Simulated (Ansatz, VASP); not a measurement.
Two plane-wave programs on Ir

File INCAR:

```
PREC = Accurate ; ENCUT = 520
EDIFF = 1E-7 ; ISMEAR = -1
SIGMA = 0.3 ; LREAL = False
LASPH = True ; NELM = 100
ALGO = Normal ; ISIF = 2
LWAVE = False ; LCHARG = True
GGA = PE ; LELF = True
LVHAR = True ; NBANDS = 10
```

The input KPOINTS:

```
regular mesh
0
Gamma
  14 14 14
```

Contents of POSCAR:

```
Ir
1.0
    0.0000000000      1.9360622002      1.9360622002
    1.9360622002      0.0000000000      1.9360622002
    1.9360622002      1.9360622002      0.0000000000
Ir
1
Direct
    0.0000000000      0.0000000000      0.0000000000
```

Input for Ansatz:

```yaml
crystal:
  lattice:
    - [0.0, 1.9360622002, 1.9360622002]
    - [1.9360622002, 0.0, 1.9360622002]
    - [1.9360622002, 1.9360622002, 0.0]
  atoms:
    - { symbol: Ir, position: [0.0, 0.0, 0.0] }
hamiltonian:
  xc: pbe
  pseudopotentials:
    kind: paw
    azcp:
      Ir: "pseudopotentials/Ir.paw.azcp"
basis:
  ecutwfc: 420
  fft_grid_basis: typed
kpoints:
  mp_grid: { grid: [14, 14, 14], shift: [0, 0, 0] }
magnetization:
  spin_polarized: false
scf:
  occupations: { method: fermi_dirac, width: 0.3 }
  lower_state_search: "off"
output:
  stress: true
  write_density: true
  write_potential: true
  elf: true
  volumetric_format: npy
```

Alike in both runs: task single point; functional PBE; k mesh 14 × 14 × 14; occupations fermi-dirac, width 0.3 eV; no spin polarisation.

```csv
,VASP,Ansatz
version,VASP 6.6.1,Ansatz 0.2.0
potentials or method,"VASP PAW PBE potentials, release 64 (Ir), cutoff 520 eV","plane waves (420 eV) with PAW, scalar-relativistic"
valence electrons in the cell,9,17
```

|  | VASP | Ansatz | Ansatz less VASP |
| --- | --- | --- | --- |
| pressure (GPa) | 3.1 | 2.6 | -0.54 |

VASP's potentials hold 9 valence electrons a cell and Ansatz's 17, so a difference there can come from the potentials and not from the codes.

Neither program's run includes spin-orbit coupling.
